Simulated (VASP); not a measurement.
# MgS (P6_3mc) in VASP: a series of runs, part 2 of 2

VASP 6.6.1. Earlier steps stand in the parts before.

### 3 Dielectric tensor, PBEsol

INCAR reads:

```
PREC = Accurate
ENCUT = 520
EDIFF = 1E-8
ISMEAR = 0
SIGMA = 0.01
LREAL = F
LASPH = T
NELM = 80
ALGO = Normal
ISIF = 2
LWAVE = F
LCHARG = F
GGA = PS
LEPSILON = T
```

KPOINTS reads:

```
Automatic mesh
0
Gamma
  8 8 4
```

POSCAR reads:

```
MgS
1.0
    4.0346224068      0.0000000000      0.0000000000
   -2.0173112034      3.4940854990      0.0000000000
    0.0000000000      0.0000000000      6.4322941800
S Mg
2 2
Direct
    0.6666666667      0.3333333333      0.8792441500
    0.3333333333      0.6666666667      0.3792441500
    0.3333333333      0.6666666667      0.9957548500
    0.6666666667      0.3333333333      0.4957548500
```

Potentials or basis: VASP PAW PBE potentials, release 64 (S, Mg).

Command:

```bash
cat potpaw_PBE.64/S/POTCAR potpaw_PBE.64/Mg/POTCAR > POTCAR
mpirun -np 1 vasp_std > vasp.out
```

OUTCAR:

```text
PREC = Accurate
   ENCUT = 520
   EDIFF = 1E-8
   ISMEAR = 0
   LREAL = F
   LASPH = T
   NELM = 80
   ISIF = 2
   GGA = PS
   LEPSILON = T

 ion  position               nearest neighbor table
   1  0.667  0.333  0.879-   3 2.45   3 2.45   3 2.45   4 2.47
   2  0.333  0.667  0.379-   4 2.45   4 2.45   4 2.45   3 2.47
   3  0.333  0.667  0.996-   1 2.45   1 2.45   1 2.45   2 2.47
   4  0.667  0.333  0.496-   2 2.45   2 2.45   2 2.45   1 2.47

  LATTYP: Found a hexagonal cell.
 ALAT       =     4.0346224068
 C/A-ratio  =     1.5942741430

  Lattice vectors:

 A1 = (   4.0346224068,   0.0000000000,   0.0000000000)
 A2 = (  -2.0173112034,   3.4940854990,   0.0000000000)
 A3 = (   0.0000000000,   0.0000000000,   6.4322941800)

Analysis of symmetry for initial positions (statically):
=====================================================================
 Subroutine PRICEL returns:
 Original cell was already a primitive cell.

 Routine SETGRP: Setting up the symmetry group for a
 hexagonal supercell.

 Subroutine GETGRP returns: Found 12 space group operations
 (whereof  6 operations were pure point group operations)
 out of a pool of 24 trial point group operations.

The static configuration has the point symmetry C_3v.
[... 593 lines left out ...]

 PIEZOELECTRIC TENSOR FIELD DIRECTION 3  (e Angst)
 -----------------------------------------------------------------------------
     1.13518 -0.00000 -0.00000           ( -0.03248  0.00000  0.00000)
     0.00000  1.13518 -0.00000           (  0.00000 -0.03248  0.00000)
     0.00000  0.00000 -2.08088           (  0.00000  0.00000  0.06938)

 PIEZOELECTRIC TENSOR FIELD DIRECTION 3  (C/m^2)
 -----------------------------------------------------------------------------
     0.20057 -0.00000 -0.00000
     0.00000  0.20057 -0.00000
     0.00000  0.00000 -0.36767

 MACROSCOPIC STATIC DIELECTRIC TENSOR (including local field effects in DFT)
 ------------------------------------------------------
           4.073788     0.000000     0.000000
          -0.000000     4.073788     0.000000
           0.000000     0.000000     4.201341
 ------------------------------------------------------

 PIEZOELECTRIC TENSOR (including local field effects)  for field in x, y, z        (e  Angst)
          XX          YY          ZZ          XY          YZ          ZX
  --------------------------------------------------------------------------------
  x     0.00000     0.00000     0.00000     0.00000     0.00000     1.15685
  y    -0.00000     0.00000    -0.00000     0.00000     1.15685     0.00000
  z     1.13518     1.13518    -2.08088     0.00000     0.00000     0.00000

 PIEZOELECTRIC TENSOR (including local field effects)  for field in x, y, z        (C/m^2)
          XX          YY          ZZ          XY          YZ          ZX
  --------------------------------------------------------------------------------
  x     0.00000     0.00000     0.00000     0.00000     0.00000     0.20440
  y    -0.00000     0.00000    -0.00000     0.00000     0.20440     0.00000
  z     0.20057     0.20057    -0.36767     0.00000     0.00000     0.00000

 BORN EFFECTIVE CHARGES (including local field effects) (in |e|, cummulative output)
 ---------------------------------------------------------------------------------
 ion    1
    1    -1.88401     0.00000     0.00000
    2     0.00000    -1.88401     0.00000
    3     0.00000    -0.00000    -1.95988
 ion    2
    1    -1.88401    -0.00000     0.00000
    2     0.00000    -1.88401     0.00000
    3     0.00000     0.00000    -1.95988
 ion    3
    1     1.88401     0.00000     0.00000
    2     0.00000     1.88401     0.00000
    3     0.00000    -0.00000     1.95988
 ion    4
    1     1.88401     0.00000     0.00000
    2     0.00000     1.88401     0.00000
    3     0.00000     0.00000     1.95988
```

OSZICAR:

```text
N       E                     dE             d eps       ncg     rms          rms(c)
DAV:   1     0.697827748033E+02    0.69783E+02   -0.61868E+03   720   0.108E+03
DAV:   2    -0.125352115747E+02   -0.82318E+02   -0.77229E+02  1088   0.167E+02
DAV:   3    -0.187269287210E+02   -0.61917E+01   -0.61642E+01   920   0.522E+01
[... 12 lines left out ...]
RMM:   8    -0.891020645746E+00   -0.61905E-03   -0.42645E-05  1256   0.363E-02    0.333E-03
RMM:   9    -0.891038750276E+00   -0.18105E-04   -0.17247E-06  1320   0.926E-03    0.672E-04
RMM:  10    -0.891043574213E+00   -0.48239E-05   -0.30098E-06  1314   0.212E-03    0.266E-04
RMM:  11    -0.891044079596E+00   -0.50538E-06   -0.13412E-07  1386   0.581E-04    0.976E-05
RMM:  12    -0.891044495482E+00   -0.41589E-06   -0.28417E-07  1237   0.195E-04    0.215E-05
RMM:  13    -0.891044518928E+00   -0.23446E-07   -0.73404E-08  1067   0.102E-04    0.899E-06
```

It took 10 min on 1 thread of Intel Xeon 8259CL, shared host; peak memory 0.39 GiB.

Results:

| Quantity | Value |
| --- | --- |
| Band gap on the k mesh | 3.27 eV, direct |
| Electronic dielectric tensor (diagonal) | 4.07, 4.07, 4.20 |
| Born charges (mean of the diagonal) | S -1.91; Mg +1.91 e |

Levels at points of the mesh, in eV from the valence-band top:
```tsv
k point	band 6	band 7	band 8	band 9	band 10	band 11
(0.00, 0.00, 0.00)	-0.16	-0.16	0.00	3.27	4.56	7.38
(0.50, 0.00, 0.00)	-1.27	-0.96	-0.48	4.58	5.05	5.68
(0.00, 0.00, 0.50)	-0.38	-0.38	-0.38	4.77	4.77	7.49
(0.50, 0.00, 0.50)	-0.91	-0.82	-0.82	4.49	4.49	6.18
```

Electronic dielectric tensor:
```
4.07 0.00 0.00
0.00 4.07 0.00
0.00 0.00 4.20
```

Born effective charge tensors (e):
atom 1, S
```
-1.88  0.00  0.00
 0.00 -1.88  0.00
 0.00  0.00 -1.96
```
atom 2, S
```
-1.88  0.00  0.00
 0.00 -1.88  0.00
 0.00  0.00 -1.96
```
atom 3, Mg
```
1.88 0.00 0.00
0.00 1.88 0.00
0.00 0.00 1.96
```
atom 4, Mg
```
1.88 0.00 0.00
0.00 1.88 0.00
0.00 0.00 1.96
```

Caveat: the PAW data sets were made with another functional, which shifts forces and pressure a little. A hybrid or GW would open this gap; PBEsol tends to underestimate it.

### 4 Vibrations by perturbation theory, PBEsol

INCAR reads:

```
SYSTEM = MgS
PREC = Accurate ; ENCUT = 520
EDIFF = 1E-8 ; ISMEAR = -1
SIGMA = 0.05 ; LREAL = .FALSE.
LASPH = .TRUE. ; NELM = 60
ALGO = Normal ; ISIF = 2
LWAVE = .FALSE. ; LCHARG = .FALSE.
GGA = PS ; NBANDS = 16
IBRION = 8 ; NSW = 1
```

KPOINTS reads:

```
Automatic mesh
0
G
  8 8 4
  0 0 0
```

POSCAR is that of step 3.

Potentials or basis: VASP PAW PBE potentials, release 64 (S, Mg).

Command:

```bash
cat potpaw_PBE.64/S/POTCAR potpaw_PBE.64/Mg/POTCAR > POTCAR
mpirun -np 1 vasp_std > vasp.out
```

OUTCAR:

```text
SYSTEM = MgS
   PREC = Accurate
   ENCUT = 520
   EDIFF = 1E-8
   ISMEAR = -1
   LREAL = .FALSE.
   LASPH = .TRUE.
   NELM = 60
   ISIF = 2
   GGA = PS
   IBRION = 8
   NSW = 1

 ion  position               nearest neighbor table
   1  0.667  0.333  0.879-   3 2.45   3 2.45   3 2.45   4 2.47
   2  0.333  0.667  0.379-   4 2.45   4 2.45   4 2.45   3 2.47
   3  0.333  0.667  0.996-   1 2.45   1 2.45   1 2.45   2 2.47
   4  0.667  0.333  0.496-   2 2.45   2 2.45   2 2.45   1 2.47

  LATTYP: Found a hexagonal cell.
 ALAT       =     4.0346224068
 C/A-ratio  =     1.5942741430

  Lattice vectors:

 A1 = (   4.0346224068,   0.0000000000,   0.0000000000)
 A2 = (  -2.0173112034,   3.4940854990,   0.0000000000)
 A3 = (   0.0000000000,   0.0000000000,   6.4322941800)

Analysis of symmetry for initial positions (statically):
=====================================================================
 Subroutine PRICEL returns:
 Original cell was already a primitive cell.

 Routine SETGRP: Setting up the symmetry group for a
 hexagonal supercell.

 Subroutine GETGRP returns: Found 12 space group operations
 (whereof  6 operations were pure point group operations)
 out of a pool of 24 trial point group operations.

The static configuration has the point symmetry C_3v.
 The point group associated with its full space group is C_6v.

Analysis of symmetry for dynamics (positions and initial velocities):
=====================================================================
 Subroutine PRICEL returns:
 Original cell was already a primitive cell.

 Routine SETGRP: Setting up the symmetry group for a
 hexagonal supercell.

 Subroutine GETGRP returns: Found 12 space group operations
 (whereof  6 operations were pure point group operations)
 out of a pool of 24 trial point group operations.

The dynamic configuration has the point symmetry C_3v.
 The point group associated with its full space group is C_6v.

 Subroutine INISYM returns: Found 12 space group operations
 (whereof  6 operations are pure point group operations),
 and found     1 'primitive' translations

----------------------------------------------------------------------------------------

[... 617 lines left out ...]
  Total       -0.1675042     -0.1675042     -0.3531647      0.0000000      0.0000000     -0.0000000
  in kB       -2.9596055     -2.9596055     -6.2400135      0.0000000      0.0000000     -0.0000000
  external PRESSURE =      -4.0530748 kB  Pullay stress =       0.0000000 kB

 VOLUME and BASIS-vectors are now :
 -----------------------------------------------------------------------------
  energy-cutoff  :      520.00
  volume of cell :       90.68
      direct lattice vectors                 reciprocal lattice vectors
     4.034622407  0.000000000  0.000000000     0.247854669  0.143098960  0.000000000
    -2.017311203  3.494085499  0.000000000     0.000000000  0.286197919  0.000000000
     0.000000000  0.000000000  6.432294180     0.000000000  0.000000000  0.155465526

 POSITION                                       TOTAL-FORCE (eV/Angst)
 -----------------------------------------------------------------------------------
      2.01731      1.16470      5.65556         0.000000      0.000000     -0.045020
     -0.00000      2.32939      2.43941        -0.000000     -0.000000     -0.045020
     -0.00000      2.32939      6.40499         0.000000      0.000000      0.045020
      2.01731      1.16470      3.18884         0.000000      0.000000      0.045020
 -----------------------------------------------------------------------------------
    total drift:                                0.000000      0.000000      0.000078

  FREE ENERGIE OF THE ION-ELECTRON SYSTEM (eV)
  ---------------------------------------------------
  free  energy   TOTEN  =       -17.8715936947 eV

  energy  without entropy=      -17.8715936946  energy(sigma->0) =      -17.87159369

[... ionic steps 2 to 9 ...]

--------------------------------------- Ionic step       10  -------------------------------------------

------------------------ aborting loop because EDIFF is reached ----------------------------------------

[... ionic steps 11 to 11 ...]

--------------------------------------- Ionic step       12  -------------------------------------------

 Free energy of the ion-electron system (eV)
  ---------------------------------------------------
  ---------------------------------------------------
  free energy    TOTEN  =        -0.00302690 eV

  energy without entropy =       -0.00302690

------------------------ aborting loop because EDIFF is reached ----------------------------------------

 INTERNAL STRAIN TENSOR  FOR ION    3  DIRECTION 3   (eV/Angst):
 -----------------------------------------------------------------------------
    -3.49268  0.00000  0.00000
    -0.00000 -3.49268 -0.00000
     0.00000  0.00000  7.35990

 INTERNAL STRAIN TENSOR FOR ION    4 for displacements in x,y,z  (eV/Angst):
          X           Y           Z          XY          YZ          ZX
  --------------------------------------------------------------------------------
  x     0.00000    -0.00000    -0.00000     5.16490    -0.00000    -3.45528
  y     5.16490    -5.16490     0.00000    -0.00000    -3.37489     0.00000
  z    -3.49268    -3.49268     7.35990    -0.00000     0.00000     0.00000

 SECOND DERIVATIVES (NOT SYMMETRIZED)
 ------------------------------------
               1X          1Y          1Z          2X          2Y          2Z          3X          3Y          3Z          4X          4Y          4Z
  1X    -6.056888   -0.000000    0.000000    0.253638    0.000000   -0.000000    5.523211   -0.000000   -0.000000    0.280038    0.000000   -0.000000
  1Y     0.000000   -6.056888    0.000000    0.000000    0.253638    0.000000    0.000000    5.523211    0.000000    0.000000    0.280038    0.000000
  1Z     0.000000    0.000000   -6.074151    0.000000    0.000000    0.609584    0.000000    0.000000    1.956921    0.000000    0.000000    3.507646
  2X     0.253638    0.000000    0.000000   -6.056888    0.000000    0.000000    0.280038    0.000000    0.000000    5.523211    0.000000    0.000000
  2Y     0.000000    0.253638   -0.000000    0.000000   -6.056888   -0.000000    0.000000    0.280038    0.000000    0.000000    5.523211    0.000000
  2Z     0.000000   -0.000000    0.609584    0.000000    0.000000   -6.074151    0.000000    0.000000    3.507646    0.000000    0.000000    1.956921
  3X     5.518697    0.000000   -0.000000    0.275592    0.000000    0.000000   -5.789752    0.000000   -0.000000   -0.004536   -0.000000   -0.000000
  3Y     0.000000    5.518697    0.000000    0.000000    0.275592    0.000000   -0.000000   -5.789752    0.000000    0.000000   -0.004536    0.000000
  3Z     0.000000    0.000000    1.599115    0.000000    0.000000    3.191423    0.000000    0.000000   -6.416574    0.000000    0.000000    1.626036
  4X     0.275592    0.000000   -0.000000    5.518697    0.000000    0.000000   -0.004536   -0.000000    0.000000   -5.789752    0.000000    0.000000
  4Y     0.000000    0.275592    0.000000    0.000000    5.518697    0.000000    0.000000   -0.004536    0.000000    0.000000   -5.789752   -0.000000
  4Z     0.000000    0.000000    3.191423    0.000000   -0.000000    1.599115    0.000000    0.000000    1.626036    0.000000   -0.000000   -6.416574

 Eigenvectors and eigenvalues of the dynamical matrix
 ----------------------------------------------------

   1 f  =   10.124025 THz    63.611127 2PiTHz  337.701136 cm-1    41.869586 meV
             X         Y         Z           dx          dy          dz
      2.017311  1.164695  5.655557     0.000003    0.464511   -0.000000
     -0.000000  2.329390  2.439410     0.000003    0.464511   -0.000000
     -0.000000  2.329390  6.404988    -0.000004   -0.533132    0.000000
      2.017311  1.164695  3.188841    -0.000004   -0.533132    0.000000
[... 71 lines left out ...]
  12 f/i=    0.311140 THz     1.954951 2PiTHz   10.378517 cm-1     1.286772 meV
             X         Y         Z           dx          dy          dz
      2.017311  1.164695  5.655557     0.000000    0.000000   -0.517796
     -0.000000  2.329390  2.439410     0.000000    0.000000   -0.517796
     -0.000000  2.329390  6.404988     0.000000    0.000000   -0.481546
      2.017311  1.164695  3.188841     0.000000    0.000000   -0.481546

--------------------------------------------------------------------------------------------------------

 ELASTIC MODULI CONTR FROM IONIC RELAXATION (kBar)
 Direction    XX          YY          ZZ          XY          YZ          ZX
 --------------------------------------------------------------------------------
 XX        -298.2285    131.2833    176.1369      0.0000      0.0000     -0.0000
 YY         131.2833   -298.2285    176.1369     -0.0000     -0.0000      0.0000
 ZZ         176.1369    176.1369   -371.6692     -0.0000     -0.0000     -0.0000
 XY           0.0000     -0.0000     -0.0000   -214.7559     -0.0000      0.0000
 YZ          -0.0000     -0.0000     -0.0000     -0.0000    -69.3447      0.0000
 ZX          -0.0000      0.0000     -0.0000     -0.0000      0.0000    -74.6417
 --------------------------------------------------------------------------------
```

Run time: 16 min. Hardware: 1 thread of Intel Xeon 8259CL, shared host; peak memory 0.53 GiB.

Results:

```
Highest phonon frequency at Γ, LO-TO splitting left out : 338 cm⁻¹
```

Phonon frequencies in cm⁻¹ (negative: imaginary):
| q point | frequencies |
| --- | --- |
| (0.000, 0.000, 0.000) | -10 0 0 88 88 225 310 316 332 332 338 338 |

Caveat: some modes are imaginary; the PAW data sets were made with another functional, which shifts forces and pressure a little.

### 5 Summary

| task | level | smearing | gap on the mesh (eV) |
| --- | --- | --- | --- |
| dielectric tensor | PBE | gaussian 0.01 eV | 3.43 |
| dielectric tensor | PBEsol | gaussian 0.01 eV | 3.27 |
| vibrations by perturbation theory | PBEsol | fermi-dirac 0.05 eV | - |

Alike in all rows: potentials or basis VASP PAW PBE potentials, release 64 (S, Mg); no spin polarisation; cell as given; k mesh 8 × 8 × 4; cutoff (eV) 520.

Caveats: the PAW data sets were made with another functional, which shifts forces and pressure a little (some runs); some modes are imaginary (some runs).

Total energies depend on the potentials used, so only differences within one code and one set of settings carry meaning.
